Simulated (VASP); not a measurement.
# Al3CrN4 (P-43m) in VASP: single point with PBE

Aim: the single point of Al3CrN4 with PBE.

Everything below comes from runs of VASP 6.6.1. Logs are shortened: lines on timing, memory, paths and dates and some standing lists are left out, and cuts for length are marked.

## (1) The cell of the first run

The structure is cubic, space group P-43m (No. 215). Conventional cell: a = 4.636 Å, b = 4.636 Å, c = 4.636 Å, α = 90.00°, β = 90.00°, γ = 90.00°. Within 2.7 Å of Al (site symmetry -42m) lie 4 N at 2.01 Å. Within 2.7 Å of Cr (site symmetry -43m) lie 4 N at 2.01 Å. Within 2.7 Å of N (site symmetry 3m) lie 3 Al at 2.01 Å and 1 Cr at 2.01 Å.

## (2) Single point, PBE, collinear spin, ferromagnetic start

The input, INCAR:

```
SYSTEM = Al3CrN4
PREC = Accurate ; ENCUT = 520
EDIFF = 1E-6 ; ISMEAR = 0
SIGMA = 0.1 ; LREAL = .False.
LASPH = .True. ; NELM = 150
ALGO = Normal ; ISIF = 2
LWAVE = .False. ; LCHARG = .False.
ISPIN = 2 ; MAGMOM = 0 0 0 3 0 0 0 0
LORBIT = 11 ; LMAXMIX = 4
GGA = PE ; NBANDS = 34
```

The input, KPOINTS:

```
Automatic mesh
0
Gamma
  4 4 4
  0 0 0
```

The input, POSCAR:

```
Al3CrN4
1.0
    4.6364670700      0.0000000000      0.0000000000
    0.0000000000      4.6364670700      0.0000000000
    0.0000000000      0.0000000000      4.6364670700
Al Cr N
3 1 4
Direct
    0.5000000000      0.0000000000      0.0000000000
    0.0000000000      0.0000000000      0.5000000000
    0.0000000000      0.5000000000      0.0000000000
    0.5000000000      0.5000000000      0.5000000000
    0.7500000000      0.2500000000      0.7500000000
    0.7500000000      0.7500000000      0.2500000000
    0.2500000000      0.2500000000      0.2500000000
    0.2500000000      0.7500000000      0.7500000000
```

Potentials or basis: VASP PAW PBE potentials, release 64 (Al, Cr_pv, N).

On the command line:

```
$ cat potpaw_PBE.64/Al/POTCAR potpaw_PBE.64/Cr_pv/POTCAR potpaw_PBE.64/N/POTCAR > POTCAR
$ mpirun -np 1 vasp_std > vasp.out
```

OUTCAR:

```text
SYSTEM = Al3CrN4
   PREC = Accurate
   ENCUT = 520
   EDIFF = 1E-6
   ISMEAR = 0
   LREAL = .False.
   LASPH = .True.
   NELM = 150
   ISIF = 2
   ISPIN = 2
   LORBIT = 11
   GGA = PE

 ion  position               nearest neighbor table
   1  0.500  0.000  0.000-   5 2.01   6 2.01   7 2.01   8 2.01   2 3.28   3 3.28   2 3.28   3 3.28
                             2 3.28   3 3.28   2 3.28   3 3.28
   2  0.000  0.000  0.500-   5 2.01   6 2.01   7 2.01   8 2.01   1 3.28   3 3.28   1 3.28   3 3.28
                             3 3.28   3 3.28   1 3.28   1 3.28
   3  0.000  0.500  0.000-   5 2.01   6 2.01   7 2.01   8 2.01   1 3.28   2 3.28   2 3.28   1 3.28
                             2 3.28   2 3.28   1 3.28   1 3.28
   4  0.500  0.500  0.500-   5 2.01   6 2.01   7 2.01   8 2.01
   5  0.750  0.250  0.750-   1 2.01   2 2.01   3 2.01   4 2.01
   6  0.750  0.750  0.250-   1 2.01   2 2.01   3 2.01   4 2.01
   7  0.250  0.250  0.250-   1 2.01   2 2.01   3 2.01   4 2.01
   8  0.250  0.750  0.750-   1 2.01   2 2.01   3 2.01   4 2.01

  LATTYP: Found a simple cubic cell.
 ALAT       =     4.6364670700

  Lattice vectors:

 A1 = (   4.6364670700,   0.0000000000,   0.0000000000)
 A2 = (   0.0000000000,   4.6364670700,   0.0000000000)
 A3 = (   0.0000000000,   0.0000000000,   4.6364670700)

Analysis of symmetry for initial positions (statically):
=====================================================================
 Subroutine PRICEL returns:
 Original cell was already a primitive cell.

 Routine SETGRP: Setting up the symmetry group for a
 simple cubic supercell.

 Subroutine GETGRP returns: Found 24 space group operations
 (whereof 24 operations were pure point group operations)
 out of a pool of 48 trial point group operations.

The static configuration has the point symmetry T_d .

Analysis of symmetry for dynamics (positions and initial velocities):
=====================================================================
 Subroutine PRICEL returns:
 Original cell was already a primitive cell.

 Routine SETGRP: Setting up the symmetry group for a
 simple cubic supercell.

 Subroutine GETGRP returns: Found 24 space group operations
 (whereof 24 operations were pure point group operations)
 out of a pool of 48 trial point group operations.

The dynamic configuration has the point symmetry T_d .

Analysis of structural, dynamic, and magnetic symmetry:
=====================================================================
 Subroutine PRICEL returns:
 Original cell was already a primitive cell.

 Routine SETGRP: Setting up the symmetry group for a
 simple cubic supercell.

 Subroutine GETGRP returns: Found 24 space group operations
 (whereof 24 operations were pure point group operations)
 out of a pool of 48 trial point group operations.

The overall configuration has the point symmetry T_d .

 Subroutine INISYM returns: Found 24 space group operations
 (whereof 24 operations are pure point group operations),
 and found     1 'primitive' translations

----------------------------------------------------------------------------------------

                                     Primitive cell

  volume of cell :      99.6693

  direct lattice vectors                    reciprocal lattice vectors
     4.636467070  0.000000000  0.000000000     0.215681463  0.000000000  0.000000000
     0.000000000  4.636467070  0.000000000     0.000000000  0.215681463  0.000000000
     0.000000000  0.000000000  4.636467070     0.000000000  0.000000000  0.215681463

  length of vectors
     4.636467070  4.636467070  4.636467070     0.215681463  0.215681463  0.215681463

  position of ions in fractional coordinates (direct lattice)
     0.500000000  0.000000000  0.000000000
     0.000000000  0.000000000  0.500000000
     0.000000000  0.500000000  0.000000000
     0.500000000  0.500000000  0.500000000
     0.750000000  0.250000000  0.750000000
     0.750000000  0.750000000  0.250000000
     0.250000000  0.250000000  0.250000000
     0.250000000  0.750000000  0.750000000

  ion indices of the primitive-cell ions
   primitive index   ion index
                 1           1
                 2           2
                 3           3
                 4           4
                 5           5
                 6           6
[... 46 lines left out ...]
   ions per type =               3   1   4
   NGX,Y,Z   is equivalent  to a cutoff of  12.91, 12.91, 12.91 a.u.
   NGXF,Y,Z  is equivalent  to a cutoff of  25.82, 25.82, 25.82 a.u.
 SYSTEM =  Al3CrN4
   PREC   = accura    normal or accurate (medium, high low for compatibility)
   ISTART =      0    job   : 0-new  1-cont  2-samecut
   ICHARG =      2    charge: 1-file 2-atom 10-const
   ISPIN  =      2    spin polarized calculation?
   LNONCOLLINEAR =      F non collinear calculations
   LSORBIT =      F    spin-orbit coupling
   LASPH  =      T    aspherical Exc in radial PAW
   ENCUT  =  520.0 eV  38.22 Ry    6.18 a.u.   8.62  8.62  8.62*2*pi/ulx,y,z
   NELM   =    150;   NELMIN=  2; NELMDL= -5     # of ELM steps
   EDIFF  = 0.1E-05   stopping-criterion for ELM
   LREAL  =      F    real-space projection
   EDIFFG = 0.1E-04   stopping-criterion for IOM
   NSW    =      0    number of steps for IOM
   IBRION =     -1    ionic relax: 0-MD 1-quasi-New 2-CG
   NFREE  =      0    steps in history (QN), initial steepest desc. (CG)
   ISIF   =      2    stress and relaxation
   ISYM   =      2    0-nonsym 1-usesym 2-fastsym
   POTIM  = 0.5000    time-step for ionic-motion
   TEBEG  =    0.0;   TEEND  =   0.0 temperature during run
   PSTRESS=    0.0 pullay stress
   NELECT =      41.0000    total number of electrons
   NUPDOWN=      -1.0000    fix difference up-down
   EMIN   =  10.00;   EMAX   =-10.00  energy-range for DOS
   EFERMI =   0.00;   METHOD = LEGACY
   ISMEAR =     0;   SIGMA  =   0.10  broadening in eV -4-tet -1-fermi 0-gaus
   EFERMI_NEDOS =   21; number of points for ismear=-14 and -15
   IALGO  =     38    algorithm
   IMIX   =      4    mixing-type and parameters
     AMIX     =   0.40;   BMIX     =  1.00
     AMIX_MAG =   1.60;   BMIX_MAG =  1.00
  volume/ion in A,a.u.               =      12.46        84.08
  Fermi-wavevector in a.u.,A,eV,Ry     =   1.217537  2.300812 20.169236  1.482397
  Thomas-Fermi vector in A             =   2.352854
   LORBIT       =     11    0 simple, 1 ext, 2 COOP (PROOUT), +10 PAW based schemes
   GGA     = PE    functional components
   LHFCALC =     F    Hartree Fock is set to
   AEXX    =    0.0000 exact exchange contribution
   IVDW    =     0    specifies the selected vdW correction
   LEPSILON=     F    determine dielectric tensor
   LRPA    =     F    only Hartree local field effects (RPA)
 spin polarized calculation
 Gauss-broadening in eV      SIGMA  =   0.10
  energy-cutoff  :      520.00
  volume of cell :       99.67
 maximum number of plane-waves:      2730
 NGX is ok and might be reduce to    36
   NGX = 17   NGY = 17   NGZ = 17

 number of electron      40.9999991 magnetization       2.9998418

 Free energy of the ion-electron system (eV)
  ---------------------------------------------------
  ext. energy  EPLUGINS =         0.00000000
  ---------------------------------------------------
  free energy    TOTEN  =       -61.11574782 eV

  energy without entropy =      -61.09648852  energy(sigma->0) =      -61.10611817

 E-fermi :   6.6607     XC(G=0): -10.4441

 val. band max:        6.6550818415   @ k =   0.5000   0.0000   0.0000
 cond. band min:       6.6652477320   @ k =   0.5000   0.2500   0.2500
 fundamental gap:      0.0101658905
 Fermi energy:         6.6606971216

 spin component 1

 k-point     1 :       0.0000    0.0000    0.0000
  band No.  band energies     occupation
      1     -38.0902      1.00000
      2     -38.0902      1.00000
      3     -38.0902      1.00000
      4      -9.5273      1.00000
      5      -7.6183      1.00000
      6      -7.6183      1.00000
[... 339 lines left out ...]
     31      13.1941      0.00000
     32      13.1941      0.00000
 Fermi energy:         6.6606971216

 spin component 2

 k-point     1 :       0.0000    0.0000    0.0000
  band No.  band energies     occupation
      1     -35.3097      1.00000
      2     -35.3097      1.00000
      3     -35.3097      1.00000
      4      -9.4994      1.00000
      5      -7.6314      1.00000
      6      -7.6314      1.00000
[... 339 lines left out ...]
     31      13.4643      0.00000
     32      13.9592      0.00000
 [bands above 32 left out]

------------------------ aborting loop because EDIFF is reached ----------------------------------------

  FORCE on cell =-STRESS in cart. coord.  units (eV):
  Direction    XX          YY          ZZ          XY          YZ          ZX
  --------------------------------------------------------------------------------------
  -------------------------------------------------------------------------------------
  Total      -11.7258617    -11.7258617    -11.7258617      0.0000000      0.0000000     -0.0000000
  in kB     -188.4923864   -188.4923864   -188.4923864      0.0000000      0.0000000     -0.0000000
  external PRESSURE =    -188.4923864 kB  Pullay stress =       0.0000000 kB

 VOLUME and BASIS-vectors are now :
 -----------------------------------------------------------------------------
  energy-cutoff  :      520.00
  volume of cell :       99.67
      direct lattice vectors                 reciprocal lattice vectors
     4.636467070  0.000000000  0.000000000     0.215681463  0.000000000  0.000000000
     0.000000000  4.636467070  0.000000000     0.000000000  0.215681463  0.000000000
     0.000000000  0.000000000  4.636467070     0.000000000  0.000000000  0.215681463

 POSITION                                       TOTAL-FORCE (eV/Angst)
 -----------------------------------------------------------------------------------
      2.31823      0.00000      0.00000        -0.000000     -0.000000     -0.000000
      0.00000      0.00000      2.31823        -0.000000      0.000000     -0.000000
      0.00000      2.31823      0.00000         0.000000      0.000000     -0.000000
      2.31823      2.31823      2.31823        -0.000000     -0.000000     -0.000000
      3.47735      1.15912      3.47735         0.347290     -0.347290      0.347290
      3.47735      3.47735      1.15912         0.347290      0.347290     -0.347290
      1.15912      1.15912      1.15912        -0.347290     -0.347290     -0.347290
      1.15912      3.47735      3.47735        -0.347290      0.347290      0.347290
 -----------------------------------------------------------------------------------
    total drift:                                0.000000      0.000000      0.000000

  FREE ENERGIE OF THE ION-ELECTRON SYSTEM (eV)
  ---------------------------------------------------
  free  energy   TOTEN  =       -61.1157478229 eV

  energy  without entropy=      -61.0964885184  energy(sigma->0) =      -61.10611817

 total charge

# of ion       s       p       d       tot
------------------------------------------
    1        0.349   0.360   0.000   0.709
    2        0.349   0.360   0.000   0.709
    3        0.349   0.360   0.000   0.709
    4        0.334   6.295   4.081  10.709
    5        1.230   2.475   0.000   3.706
    6        1.230   2.475   0.000   3.706
    7        1.230   2.475   0.000   3.706
    8        1.230   2.475   0.000   3.706
--------------------------------------------------
tot          6.301  17.277   4.081  27.659

 magnetization (x)

# of ion       s       p       d       tot
------------------------------------------
    1        0.009   0.011   0.000   0.019
    2        0.009   0.011   0.000   0.019
    3        0.009   0.011   0.000   0.019
    4        0.025   0.031   2.630   2.686
    5        0.001  -0.032   0.000  -0.030
    6        0.001  -0.032   0.000  -0.030
    7        0.001  -0.032   0.000  -0.030
    8        0.001  -0.032   0.000  -0.030
--------------------------------------------------
tot          0.057  -0.064   2.630   2.624
```

Wall time 43 s (1 thread of Intel Xeon Platinum 8559C (Emerald Rapids), shared host); peak memory 0.25 GiB.

Results:

```yaml
Free_energy: -61.1157 eV
Pressure: -18.8 GPa
Band_gap_on_the_k_mesh: zero (filled and empty bands overlap)
Net_moment: 3.00 μB per cell
Site_moments: Al +0.02; Cr +2.69; N -0.03 μB
Valence_electrons_inside_the_program's_atomic_spheres: Al 0.71; Cr 10.71; N 3.71
```

Levels at points of the mesh, in eV from the Fermi level:
Spin up:
```csv
k point,band 20,band 21,band 22,band 23,band 24,band 25
"(0.00, 0.00, 0.00)",-1.41,-1.41,-0.04,-0.04,-0.04,0.57
"(0.50, 0.00, 0.00)",-1.48,-0.91,-0.01,-0.01,0.10,2.88
"(0.50, 0.50, 0.00)",-1.06,-0.68,-0.52,0.63,0.63,4.70
"(0.50, 0.50, 0.50)",-0.82,-0.82,0.83,0.83,0.83,3.73
```
Spin down:
```tsv
k point	band 17	band 18	band 19	band 20	band 21	band 22
(0.00, 0.00, 0.00)	-2.94	-2.94	-2.94	0.75	0.75	0.75
(0.50, 0.00, 0.00)	-3.75	-2.92	-2.92	1.25	1.33	1.33
(0.50, 0.50, 0.00)	-3.10	-3.10	-2.88	1.13	1.64	1.91
(0.50, 0.50, 0.50)	-2.85	-2.85	-2.85	1.72	1.72	2.28
```

Caveat: a cell with one magnetic atom can't hold antiferromagnetic order, which such compounds often take. With open d or f shells a metallic result of PBE can be an artefact of self-interaction; +U or a hybrid may open a gap.
